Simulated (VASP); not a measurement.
Write the native input for VASP 6.6.1 that does the following.

| Item | Value |
| --- | --- |
| Task | single point |
| Functional | PBEsol |
| Potentials or basis | VASP PAW PBE potentials, release 64 (O) |
| Cutoff | 520 eV |
| k mesh | 1 × 1 × 1 |
| Occupations | gaussian, width 0.05 eV |
| Spin | collinear spin, ferromagnetic start |
| Starting moments | [1.0, 1.0] μB |
| Dipole correction | no |
| Further INCAR settings | ALGO = Normal; EDIFF = 1e-06; NBANDS = 17 |

The structure of O2 lies in POSCAR:

```
O
1.0
    9.0000000000      0.0000000000      0.0000000000
    0.0000000000      9.5000000000      0.0000000000
    0.0000000000      0.0000000000     10.0000000000
O
2
Direct
    0.5000000000      0.5000000000      0.4395011812
    0.5000000000      0.5000000000      0.5604988188
```

One way to write it, as run:

INCAR

```
SYSTEM = O
  PREC = Accurate
  ENCUT = 520
  EDIFF = 1E-6
  ISMEAR = 0
  SIGMA = 0.05
  LREAL = .False.
  LASPH = .True.
  NELM = 150
  ALGO = Normal
  ISIF = 2
  LWAVE = .False.
  LCHARG = .False.
  ISPIN = 2
  MAGMOM = 1 1
  LORBIT = 11
  GGA = PS
  NBANDS = 17
```

KPOINTS

```
Automatic mesh
0
Gamma
  1 1 1
  0 0 0
```

Potentials or basis: VASP PAW PBE potentials, release 64 (O).

Launch:

```bash
$ cat potpaw_PBE.64/O/POTCAR > POTCAR
$ mpirun -np 1 vasp_gam > vasp.out
```

Results of the run:

```
Largest force                                         : 1.384 eV/Å
Gap between the frontier levels                       : 2.26 eV
Net moment                                            : 2.00 μB per cell
Site moments                                          : O +0.81 μB
Valence electrons inside the program's atomic spheres : O 4.92
```

Caveat: the standard files for N, O and F lose accuracy on very short bonds; the PAW data sets were made with another functional, which shifts forces and pressure a little.

It took 54 s on 1 thread of AMD EPYC 9R45 96-Core Processor (Zen 5), with other jobs on the host, peak memory 1 GiB.
